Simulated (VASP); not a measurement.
Input of a VASP 6.6.1 run:

INCAR

```
PREC     = Accurate       # precision mode
ENCUT    = 520            # plane-wave cutoff, eV
EDIFF    = 1E-7           # SCF threshold, eV
ISMEAR   = 0              # smearing method
SIGMA    = 0.02           # smearing width, eV
LREAL    = False          # projectors in reciprocal space
LASPH    = True           # aspherical terms in the spheres
NELM     = 100            # most SCF steps
ALGO     = Normal         # electronic algorithm
ISIF     = 2              # what is computed and relaxed
LWAVE    = False          # write WAVECAR
LCHARG   = True           # write CHGCAR
GGA      = PE             # functional
LELF     = True           # ELF
LVHAR    = True         
NBANDS   = 44             # bands
```

File KPOINTS:

```
regular mesh
0
Gamma
  6 6 6
```

POSCAR

```
SiO2
1.0
    0.0000000000      4.7609660487      7.4276238211
    2.3793611772      0.0000000000      7.4276238211
    2.3793611772      4.7609660487      0.0000000000
Si O
4 8
Direct
    0.5631578757      0.5631578757      0.9368421243
    0.3131578757      0.3131578757      0.6868421243
    0.6868421243      0.6868421243      0.3131578757
    0.9368421243      0.9368421243      0.5631578757
    0.6250000000      0.1250000000      0.6250000000
    0.6250000000      0.6250000000      0.1250000000
    0.6250000000      0.6250000000      0.6250000000
    0.1250000000      0.6250000000      0.6250000000
    0.1862134379      0.8137865621      0.1862134379
    0.8137865621      0.1862134379      0.8137865621
    0.4362134379      0.0637865621      0.4362134379
    0.0637865621      0.4362134379      0.0637865621
```

Potentials or basis: VASP PAW PBE potentials, release 64 (Si, O).

Run with:

```bash
$ cat potpaw_PBE.64/Si/POTCAR potpaw_PBE.64/O/POTCAR > POTCAR
$ mpirun -np 1 vasp_std > vasp.out
```

What does it give for the largest force?

0.034 eV/Å.

Estimate the band gap on the k mesh.

5.60 eV.

What does it give for the pressure?

0.1 GPa.

Stress tensor (GPa, compression positive):
```
 0.20  0.00  0.00
 0.00 -0.03  0.00
 0.00  0.00  0.13
```

A k mesh can miss the band edges.
